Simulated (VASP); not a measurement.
Input of a VASP 6.6.1 run:

INCAR

```
PREC     = Accurate       # precision mode
ENCUT    = 520            # plane-wave cutoff, eV
EDIFF    = 1E-7           # SCF threshold, eV
ISMEAR   = -1             # smearing method
SIGMA    = 0.08           # smearing width, eV
LREAL    = False          # projectors in reciprocal space
LASPH    = True           # aspherical terms in the spheres
NELM     = 150            # most SCF steps
ALGO     = Normal         # electronic algorithm
ISIF     = 2              # what is computed and relaxed
LWAVE    = False          # write WAVECAR
LCHARG   = False          # write CHGCAR
ISPIN    = 2              # spin polarisation
MAGMOM   = 0 1.2          # initial moments
LORBIT   = 11             # projections on sites
NUPDOWN  = 1.2            # fixed moment
LMAXMIX  = 4              # l up to which the mixer works
GGA      = PS             # functional
NBANDS   = 20             # bands
```

The input KPOINTS:

```
Automatic mesh
0
Gamma
  16 16 9
```

POSCAR

```
ZnRe
1.0
    2.7482183437      0.0000000000      0.0000000000
   -1.3741091718      2.3800269008      0.0000000000
    0.0000000000      0.0000000000      4.4940660000
Zn Re
1 1
Direct
    0.0000000000      0.0000000000      0.0000000000
    0.3333333333      0.6666666667      0.5000000000
```

Potentials or basis: VASP PAW PBE potentials, release 64 (Zn, Re).

Run with:

```sh
$ cat potpaw_PBE.64/Zn/POTCAR potpaw_PBE.64/Re/POTCAR > POTCAR
$ mpirun -np 1 vasp_std > vasp.out
```

**Question.** What does it give for the pressure?

**Answer.** -5.4 GPa.

Stress tensor (GPa, compression positive):
```
-4.71  0.00  0.00
 0.00 -4.71  0.00
 0.00  0.00 -6.80
```

Caveat: the cell stands under tension; the PAW data sets were made with another functional, which shifts forces and pressure a little; the total moment is fixed, so each spin has its own Fermi level and the state may be an excited one.
